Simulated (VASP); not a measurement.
Input of a VASP 6.6.1 run:

INCAR

```
SYSTEM = CdS
PREC = Accurate ; ENCUT = 600
EDIFF = 1E-8 ; ISMEAR = 0
SIGMA = 0.01 ; LREAL = .FALSE.
LASPH = .TRUE. ; NELM = 100
ALGO = Normal ; ISIF = 3
LWAVE = .FALSE. ; LCHARG = .FALSE.
GGA = PS ; IBRION = 6
NFREE = 2 ; POTIM = 0.015
NSW = 1
```

Contents of KPOINTS:

```
Automatic mesh
0
G
  8 8 8
  0 0 0
```

POSCAR

```
CdS
1.0
    0.0000000000      2.9122807980      2.9122807980
    2.9122807980      0.0000000000      2.9122807980
    2.9122807980      2.9122807980      0.0000000000
Cd S
1 1
Direct
    0.0000000000      0.0000000000      0.0000000000
    0.7500000000      0.7500000000      0.7500000000
```

Potentials or basis: VASP PAW PBE potentials, release 64 (Cd, S).

Command:

```console
$ cat potpaw_PBE.64/Cd/POTCAR potpaw_PBE.64/S/POTCAR > POTCAR
$ mpirun -np 1 vasp_std > vasp.out
```

**Question.** Estimate the elastic constants C11, C12, C44.

**Answer.** 75, 56, 26 GPa.

**Question.** Estimate the Voigt bulk modulus.

**Answer.** 63 GPa.

**Question.** What does it give for the highest phonon frequency at Γ, LO-TO splitting left out?

**Answer.** 236 cm⁻¹.

Clamped-ion elastic tensor (GPa):
```
75 56 56  0  0  0
56 75 56  0  0  0
56 56 75  0  0  0
 0  0  0 55  0  0
 0  0  0  0 55  0
 0  0  0  0  0 55
```

Caveat: the PAW data sets were made with another functional, which shifts forces and pressure a little.
